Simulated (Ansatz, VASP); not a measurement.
## One calculation of Sn, two programs

INCAR

```
PREC     = Accurate       # precision mode
ENCUT    = 520            # plane-wave cutoff, eV
EDIFF    = 1E-6           # SCF threshold, eV
ISMEAR   = -1             # smearing method
SIGMA    = 0.05           # smearing width, eV
LREAL    = False          # projectors in reciprocal space
LASPH    = True           # aspherical terms in the spheres
NELM     = 60             # most SCF steps
ALGO     = Normal         # electronic algorithm
ISIF     = 2              # what is computed and relaxed
LWAVE    = False          # write WAVECAR
LCHARG   = False          # write CHGCAR
GGA      = CA             # functional
NBANDS   = 13             # bands
```

KPOINTS

```
regular mesh
0
Gamma
  10 10 10
```

The input POSCAR:

```
Sn
1.0
   -2.0017645706      2.0017645706      1.6383145356
    2.0017645706     -2.0017645706      1.6383145356
    2.0017645706      2.0017645706     -1.6383145356
Sn
1
Direct
    0.0000000000      0.0000000000      0.0000000000
```

Contents of input.yaml:

```yaml
crystal:
  lattice:
    - [-2.0017645706, 2.0017645706, 1.6383145356]
    - [2.0017645706, -2.0017645706, 1.6383145356]
    - [2.0017645706, 2.0017645706, -1.6383145356]
  atoms:
    - { symbol: Sn, position: [0.0, 0.0, 0.0] }
hamiltonian:
  xc: lda
  pseudopotentials: { kind: paw }
kpoints:
  mp_grid: { grid: [10, 10, 10] }
scf:
  occupations: { method: fermi_dirac, width: 0.05 }
output:
  forces: true
  stress: true
  eigenvalues: true
```

Alike in both runs: task single point; functional LDA; k mesh 10 × 10 × 10; occupations fermi-dirac, width 0.05 eV; no spin polarisation.

```csv
,VASP,Ansatz
version,VASP 6.6.1,Ansatz 0.2.0
potentials or method,"VASP PAW LDA potentials, release 64 (Sn_d)",Ansatz PAW
plane-wave cutoff (eV),520,420
valence electrons in the cell,14,14
```

```tsv
	VASP	Ansatz	Ansatz less VASP
gap on the k mesh at the Fermi level (eV)	none	none	-
pressure (GPa)	-1.3	-1.3	+0.03
traceless stress, the component that is largest in VASP (GPa)	0.86	0.83	-0.035
```

LDA's correlation is that of Perdew and Zunger in VASP and of Perdew and Wang (1992) in Ansatz. A gap of «none» marks a metal or a gap that the smearing closes.
